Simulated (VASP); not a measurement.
A run of VASP 6.6.1:

The input POSCAR:

```
K2S
1.0
    0.0000000000      3.7314651785      3.7314651785
    3.7314651785      0.0000000000      3.7314651785
    3.7314651785      3.7314651785      0.0000000000
K S
2 1
Direct
    0.2500000000      0.2500000000      0.2500000000
    0.7500000000      0.7500000000      0.7500000000
    0.0000000000      0.0000000000      0.0000000000
```

Contents of INCAR.step1:

```
PREC = Accurate
ENCUT = 400
EDIFF = 1E-6
ISMEAR = 0
SIGMA = 0.05
LREAL = False
LASPH = True
NELM = 120
ALGO = Normal
ISIF = 2
LWAVE = False
LCHARG = True
GGA = PE
NBANDS = 19
GGA_COMPAT = False
NEDOS = 2001
LORBIT = 11
```

Contents of KPOINTS.step1:

```
regular mesh
0
Gamma
  8 8 8
```

Contents of INCAR.step2:

```
PREC = Accurate
ENCUT = 400
EDIFF = 1E-6
ISMEAR = -5
SIGMA = 0.05
LREAL = False
LASPH = True
NELM = 120
ALGO = Normal
ISIF = 2
LWAVE = False
LCHARG = False
GGA = PE
LORBIT = 11
NEDOS = 1001
ICHARG = 11
GGA_COMPAT = False
```

The input KPOINTS.step2:

```
regular mesh
0
Gamma
  12 12 12
```

Potentials or basis: VASP PAW PBE potentials, release 64 (K_sv, S).

Launch:

```bash
$ cat potpaw_PBE.64/K_sv/POTCAR potpaw_PBE.64/S/POTCAR > POTCAR
$ cp INCAR.step1 INCAR
$ cp KPOINTS.step1 KPOINTS
$ mpirun -np 1 vasp_std > vasp.out
$ cp INCAR.step2 INCAR
$ cp KPOINTS.step2 KPOINTS
$ mpirun -np 1 vasp_std > vasp.out
```

Hardware: 1 thread of Intel(R) Xeon(R) Platinum 8488C (Sapphire Rapids), with other jobs on the host.

**Question.** Estimate the wall time of this run.

**Answer.** Wall time 120 s on 1 thread of Intel(R) Xeon(R) Platinum 8488C (Sapphire Rapids) (shared host), peak memory 0.23 GiB. Counts: k points 72.
